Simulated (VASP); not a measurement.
A run of VASP 6.6.1 is set up as follows.

Contents of INCAR:

```
SYSTEM = LiBr
PREC = Accurate ; ENCUT = 650
EDIFF = 1E-7 ; ISMEAR = -1
SIGMA = 0.02 ; LREAL = .False.
LASPH = .True. ; NELM = 120
ALGO = Normal ; ISIF = 2
LWAVE = .False. ; LCHARG = .False.
GGA = PE ; IBRION = 2
NSW = 80 ; EDIFFG = -0.02
GGA_COMPAT = .False. ; NELMIN = 4
```

KPOINTS

```
regular mesh
0
Gamma
  9 9 9
  0 0 0
```

File POSCAR:

```
LiBr
1.0
    0.0000000000      2.7506500000      2.7506500000
    2.7506500000      0.0000000000      2.7506500000
    2.7506500000      2.7506500000      0.0000000000
Li Br
1 1
Direct
    0.0000000000      0.0000000000      0.0000000000
    0.5000000000      0.5000000000      0.5000000000
```

Potentials or basis: VASP PAW PBE potentials, release 64 (Li_sv, Br).

Command:

```bash
$ cat potpaw_PBE.64/Li_sv/POTCAR potpaw_PBE.64/Br/POTCAR > POTCAR
$ mpirun -np 1 vasp_std > vasp.out
```

**Question.** Estimate the band gap on the k mesh.

**Answer.** 4.95 eV.

Final structure:
```
CELL_PARAMETERS angstrom
0.00000 2.75065 2.75065
2.75065 0.00000 2.75065
2.75065 2.75065 0.00000
ATOMIC_POSITIONS crystal
Li 0.00000 0.00000 0.00000
Br 0.50000 0.50000 0.50000
```

Caveat: the relaxation stopped at its first step, so nothing moved; an odd mesh through Γ misses points on the zone boundary, where band edges can lie. Expect the measured gap to be larger: semilocal functionals such as PBE lack the derivative discontinuity.
